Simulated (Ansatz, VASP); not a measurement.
One calculation of Hf, two programs

```
CELL_PARAMETERS angstrom
0.00000 2.61008 1.64227
2.61008 0.00000 1.64227
2.61008 2.61008 0.00000
ATOMIC_POSITIONS crystal
Hf 0.00000 0.00000 0.00000
```

Alike in both runs: task single point; functional LDA; k mesh 20 × 20 × 20; occupations gaussian, width 0.15 eV; no spin polarisation.

|  | VASP | Ansatz |
| --- | --- | --- |
| version | VASP 6.6.1 | Ansatz 0.2.0 |
| potentials or method | VASP PAW LDA potentials, release 64 (Hf_pv), cutoff 520 eV | scalar-relativistic, plane waves, PAW |
| valence electrons in the cell | 10 | 26 |

|  | VASP | Ansatz | Ansatz less VASP |
| --- | --- | --- | --- |
| gap on the k mesh at the Fermi level (eV) | none | none | - |
| pressure (GPa) | -8.7 | -8.7 | -0.05 |
| traceless stress, the component that is largest in VASP (GPa) | -2.50 | -2.47 | +0.033 |

LDA's correlation is that of Perdew and Zunger in VASP and of Perdew and Wang (1992) in Ansatz. A gap of «none» marks a metal or a gap that the smearing closes. VASP's potentials hold 10 valence electrons a cell and Ansatz's 26, so a difference there can come from the potentials and not from the codes.

Spin-orbit coupling is off throughout.
